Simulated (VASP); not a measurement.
# HfN (Fm-3m) in VASP: a series of runs, part 2 of 2

VASP 6.6.1.

## Step 5: Single point, PBE

This run uses another cell than the first one, of 12.17 Å³/atom, 1.060 times its volume.

The input, INCAR:

```
SYSTEM = HfN
ALGO = Normal
EDIFF = 1E-6
ENCUT = 520
GGA = PE
ISIF = 2
ISMEAR = 1
LASPH = .True.
LCHARG = .False.
LREAL = .False.
LWAVE = .False.
NBANDS = 14
NELM = 80
PREC = Accurate
SIGMA = 0.1
```

The input, KPOINTS:

```
k-points
0
Gamma
  9 9 9
  0 0 0
```

The input, POSCAR:

```
HfN
1.0
    0.0000000000      2.3002465274      2.3002465274
    2.3002465274      0.0000000000      2.3002465274
    2.3002465274      2.3002465274      0.0000000000
Hf N
1 1
Direct
    0.0000000000      0.0000000000      0.0000000000
    0.5000000000      0.5000000000      0.5000000000
```

Potentials or basis: VASP PAW PBE potentials, release 64 (Hf_pv, N).

Started as:

```console
$ cat potpaw_PBE.64/Hf_pv/POTCAR potpaw_PBE.64/N/POTCAR > POTCAR
$ mpirun -np 1 vasp_std > vasp.out
```

OUTCAR:

```text
SYSTEM = HfN
   EDIFF = 1E-6
   ENCUT = 520
   GGA = PE
   ISIF = 2
   ISMEAR = 1
   LASPH = .True.
   LREAL = .False.
   NELM = 80
   PREC = Accurate

 ion  position               nearest neighbor table
   1  0.000  0.000  0.000-   2 2.30   2 2.30   2 2.30   2 2.30   2 2.30   2 2.30
   2  0.500  0.500  0.500-   1 2.30   1 2.30   1 2.30   1 2.30   1 2.30   1 2.30

  LATTYP: Found a face centered cubic cell.
 ALAT       =     4.6004930548

  Lattice vectors:

 A1 = (   0.0000000000,   2.3002465274,   2.3002465274)
 A2 = (   2.3002465274,   0.0000000000,   2.3002465274)
 A3 = (   2.3002465274,   2.3002465274,   0.0000000000)

Analysis of symmetry for initial positions (statically):
=====================================================================
 Subroutine PRICEL returns:
 Original cell was already a primitive cell.

 Routine SETGRP: Setting up the symmetry group for a
 face centered cubic supercell.

 Subroutine GETGRP returns: Found 48 space group operations
 (whereof 48 operations were pure point group operations)
 out of a pool of 48 trial point group operations.

The static configuration has the point symmetry O_h .

Analysis of symmetry for dynamics (positions and initial velocities):
=====================================================================
 Subroutine PRICEL returns:
 Original cell was already a primitive cell.

 Routine SETGRP: Setting up the symmetry group for a
 face centered cubic supercell.

 Subroutine GETGRP returns: Found 48 space group operations
 (whereof 48 operations were pure point group operations)
 out of a pool of 48 trial point group operations.

The dynamic configuration has the point symmetry O_h .

 Subroutine INISYM returns: Found 48 space group operations
 (whereof 48 operations are pure point group operations),
 and found     1 'primitive' translations

----------------------------------------------------------------------------------------

                                     Primitive cell

  volume of cell :      24.3418

  direct lattice vectors                    reciprocal lattice vectors
     0.000000000  2.300246527  2.300246527    -0.217368006  0.217368006  0.217368006
     2.300246527  0.000000000  2.300246527     0.217368006 -0.217368006  0.217368006
     2.300246527  2.300246527  0.000000000     0.217368006  0.217368006 -0.217368006

  length of vectors
     3.253039836  3.253039836  3.253039836     0.376492430  0.376492430  0.376492430

  position of ions in fractional coordinates (direct lattice)
     0.000000000  0.000000000  0.000000000
     0.500000000  0.500000000  0.500000000

  ion indices of the primitive-cell ions
   primitive index   ion index
                 1           1
                 2           2

----------------------------------------------------------------------------------------

 KPOINTS: k-points

Automatic generation of k-mesh.
 Grid dimensions read from file:
 generate k-points for:    9    9    9

 Generating k-lattice:

  Cartesian coordinates                     Fractional coordinates (reciprocal lattice)
    -0.024152001  0.024152001  0.024152001     0.111111111  0.000000000  0.000000000
     0.024152001 -0.024152001  0.024152001     0.000000000  0.111111111  0.000000000
     0.024152001  0.024152001 -0.024152001     0.000000000  0.000000000  0.111111111

  Length of vectors
     0.041832492  0.041832492  0.041832492

  Shift w.r.t. Gamma in fractional coordinates (k-lattice)
     0.000000000  0.000000000  0.000000000

 Subroutine IBZKPT returns following result:
 ===========================================

 Found     35 irreducible k-points:

 Following reciprocal coordinates:
            Coordinates               Weight
  0.000000  0.000000  0.000000      1.000000
  0.111111  0.000000  0.000000      8.000000
  0.222222  0.000000  0.000000      8.000000
  0.333333  0.000000  0.000000      8.000000
  0.444444  0.000000  0.000000      8.000000
  0.111111  0.111111  0.000000      6.000000
[... 16 lines left out ...]
 -0.333333  0.333333  0.000000     12.000000
  0.444444  0.444444  0.000000      6.000000
 [... further k-points ...]
   k-points           NKPTS =     35   k-points in BZ     NKDIM =     35   number of bands    NBANDS=     14
   number of dos      NEDOS =    301   number of ions     NIONS =      2
   total plane-waves  NPLWV =  13824
   dimension x,y,z NGX =    24 NGY =   24 NGZ =   24
   dimension x,y,z NGXF=    48 NGYF=   48 NGZF=   48
   ions per type =               1   1
   NGX,Y,Z   is equivalent  to a cutoff of  12.27, 12.27, 12.27 a.u.
   NGXF,Y,Z  is equivalent  to a cutoff of  24.53, 24.53, 24.53 a.u.
 SYSTEM =  HfN
   PREC   = accura    normal or accurate (medium, high low for compatibility)
   ISTART =      0    job   : 0-new  1-cont  2-samecut
   ICHARG =      2    charge: 1-file 2-atom 10-const
   ISPIN  =      1    spin polarized calculation?
   LNONCOLLINEAR =      F non collinear calculations
   LSORBIT =      F    spin-orbit coupling
   LASPH  =      T    aspherical Exc in radial PAW
   ENCUT  =  520.0 eV  38.22 Ry    6.18 a.u.   6.05  6.05  6.05*2*pi/ulx,y,z
   NELM   =     80;   NELMIN=  2; NELMDL= -5     # of ELM steps
   EDIFF  = 0.1E-05   stopping-criterion for ELM
   LREAL  =      F    real-space projection
   EDIFFG = 0.1E-04   stopping-criterion for IOM
   NSW    =      0    number of steps for IOM
   IBRION =     -1    ionic relax: 0-MD 1-quasi-New 2-CG
   NFREE  =      0    steps in history (QN), initial steepest desc. (CG)
   ISIF   =      2    stress and relaxation
   ISYM   =      2    0-nonsym 1-usesym 2-fastsym
   POTIM  = 0.5000    time-step for ionic-motion
   TEBEG  =    0.0;   TEEND  =   0.0 temperature during run
   PSTRESS=    0.0 pullay stress
   NELECT =      15.0000    total number of electrons
   NUPDOWN=      -1.0000    fix difference up-down
   EMIN   =  10.00;   EMAX   =-10.00  energy-range for DOS
   EFERMI =   0.00;   METHOD = LEGACY
   ISMEAR =     1;   SIGMA  =   0.10  broadening in eV -4-tet -1-fermi 0-gaus
   EFERMI_NEDOS =   21; number of points for ismear=-14 and -15
   IALGO  =     38    algorithm
   IMIX   =      4    mixing-type and parameters
     AMIX     =   0.40;   BMIX     =  1.00
     AMIX_MAG =   1.60;   BMIX_MAG =  1.00
  volume/ion in A,a.u.               =      12.17        82.13
  Fermi-wavevector in a.u.,A,eV,Ry     =   1.393117  2.632609 26.405840  1.940774
  Thomas-Fermi vector in A             =   2.516794
   LORBIT       =      0    0 simple, 1 ext, 2 COOP (PROOUT), +10 PAW based schemes
   GGA     = PE    functional components
   LHFCALC =     F    Hartree Fock is set to
   AEXX    =    0.0000 exact exchange contribution
   IVDW    =     0    specifies the selected vdW correction
   LEPSILON=     F    determine dielectric tensor
   LRPA    =     F    only Hartree local field effects (RPA)
 non-spin polarized calculation
 Methfessel and Paxton  Order N= 1 SIGMA  =   0.10
  energy-cutoff  :      520.00
  volume of cell :       24.34
 maximum number of plane-waves:       663
   NGX = 13   NGY = 13   NGZ = 13

 number of electron      15.0000000 magnetization

 Free energy of the ion-electron system (eV)
  ---------------------------------------------------
  ext. energy  EPLUGINS =         0.00000000
  ---------------------------------------------------
  free energy    TOTEN  =       -21.72877168 eV

  energy without entropy =      -21.72752167  energy(sigma->0) =      -21.72835501

 E-fermi :   7.8893     XC(G=0): -12.4504

 val. band max:        7.8783148779   @ k =   0.4444   0.2222   0.1111
 cond. band min:       7.9539443761   @ k =   0.1111   0.0000   0.0000
 fundamental gap:      0.0756294982
 Fermi energy:         7.8892870111

 k-point     1 :       0.0000    0.0000    0.0000
  band No.  band energies     occupation
      1     -23.4651      2.00000
      2     -23.4651      2.00000
      3     -23.4651      2.00000
      4      -9.2793      2.00000
      5       4.9480      2.00000
      6       4.9480      2.00000
      7       4.9480      2.00000
      8       7.5848      2.00014
      9       7.5848      2.00014
     10       7.5848      2.00014
     11       9.2014     -0.00000
     12       9.7412     -0.00000
     13       9.7412     -0.00000
     14      17.3390      0.00000
[... 375 lines left out ...]
 k-point    24 :       0.4444    0.4444    0.0000
  band No.  band energies     occupation
      1     -24.0983      2.00000
      2     -23.7106      2.00000
      3     -23.7106      2.00000
      4      -8.1790      2.00000
      5       2.3090      2.00000
      6       4.2296      2.00000
      7       4.2296      2.00000
      8       4.4006      2.00000
      9      11.6398      0.00000
     10      12.6753      0.00000
     11      12.9382      0.00000
     12      12.9382      0.00000
     13      15.5419      0.00000
     14      16.8098      0.00000

 [... further k-points ...]
[... 5 lines left out ...]
  --------------------------------------------------------------------------------------
  -------------------------------------------------------------------------------------
  Total       -1.6215656     -1.6215656     -1.6215656      0.0000000      0.0000000      0.0000000
  in kB     -106.7313366   -106.7313366   -106.7313366      0.0000000      0.0000000      0.0000000
  external PRESSURE =    -106.7313366 kB  Pullay stress =       0.0000000 kB

 VOLUME and BASIS-vectors are now :
 -----------------------------------------------------------------------------
  energy-cutoff  :      520.00
  volume of cell :       24.34
      direct lattice vectors                 reciprocal lattice vectors
     0.000000000  2.300246527  2.300246527    -0.217368006  0.217368006  0.217368006
     2.300246527  0.000000000  2.300246527     0.217368006 -0.217368006  0.217368006
     2.300246527  2.300246527  0.000000000     0.217368006  0.217368006 -0.217368006

 POSITION                                       TOTAL-FORCE (eV/Angst)
 -----------------------------------------------------------------------------------
      0.00000      0.00000      0.00000        -0.000000     -0.000000     -0.000000
      2.30025      2.30025      2.30025         0.000000      0.000000      0.000000
 -----------------------------------------------------------------------------------
    total drift:                                0.000000     -0.000000     -0.000000

  FREE ENERGIE OF THE ION-ELECTRON SYSTEM (eV)
  ---------------------------------------------------
  free  energy   TOTEN  =       -21.7287716812 eV

  energy  without entropy=      -21.7275216668  energy(sigma->0) =      -21.72835501
```

OSZICAR:

```text
N       E                     dE             d eps       ncg     rms          rms(c)
DAV:   1     0.402031526242E+02    0.40203E+02   -0.80004E+03   980   0.101E+03
DAV:   2    -0.226137766339E+02   -0.62817E+02   -0.58887E+02  1322   0.236E+02
DAV:   3    -0.247446865622E+02   -0.21309E+01   -0.21238E+01  1118   0.365E+01
DAV:   4    -0.247532764698E+02   -0.85899E-02   -0.85894E-02  1178   0.267E+00
DAV:   5    -0.247533338700E+02   -0.57400E-04   -0.57400E-04  1076   0.192E-01    0.440E+01
DAV:   6    -0.218635059832E+02    0.28898E+01   -0.86018E+00  1040   0.218E+01    0.384E+01
DAV:   7    -0.217621850776E+02    0.10132E+00   -0.47886E-01  1202   0.607E+00    0.254E+01
DAV:   8    -0.217366188185E+02    0.25566E-01   -0.15090E-01  1124   0.329E+00    0.637E+00
DAV:   9    -0.217288338121E+02    0.77850E-02   -0.19998E-02  1076   0.115E+00    0.197E+00
DAV:  10    -0.217288076451E+02    0.26167E-04   -0.10961E-03  1268   0.307E-01    0.469E-01
DAV:  11    -0.217287735695E+02    0.34076E-04   -0.66724E-05  1208   0.788E-02    0.114E-01
DAV:  12    -0.217287717517E+02    0.18178E-05   -0.82515E-06  1286   0.239E-02    0.505E-03
DAV:  13    -0.217287716812E+02    0.70498E-07   -0.20361E-07   676   0.457E-03
   1 F= -.21728772E+02 E0= -.21728355E+02  d E =-.125001E-02
```

It took 8.7 s on 1 thread of AMD EPYC 7R13 (Zen 3), shared host; peak memory 0.11 GiB.

Results:

```yaml
Free_energy: -21.7288 eV
Pressure: -10.7 GPa
```

Levels at points of the mesh, in eV from the Fermi level:
```tsv
k point	band 6	band 7	band 8	band 9	band 10	band 11
(0.00, 0.00, 0.00)	-2.94	-2.94	-0.30	-0.30	-0.30	1.31
```

Caveat: spin-orbit coupling is left out, which moves the levels of the heavy elements.

## Step 6: Summary

| cell | gap on the mesh (eV) | pressure (GPa) |
| --- | --- | --- |
| a = 3.190 Å, angles 60.0°, 2 atoms | none | 4.2 |
| a = 3.212 Å, angles 60.0°, 2 atoms | none | -1.3 |
| a = 3.232 Å, angles 60.0°, 2 atoms | none | -6.2 |
| a = 3.253 Å, angles 60.0°, 2 atoms | none | -10.7 |

Alike in all rows: task single point; level PBE; potentials or basis VASP PAW PBE potentials, release 64 (Hf_pv, N); no spin polarisation; k mesh 9 × 9 × 9; cutoff (eV) 520; smearing methfessel-paxton 0.1 eV.

Caveats: spin-orbit coupling is left out, which moves the levels of the heavy elements.

Total energies depend on the potentials used, so only differences within one code and one set of settings carry meaning.
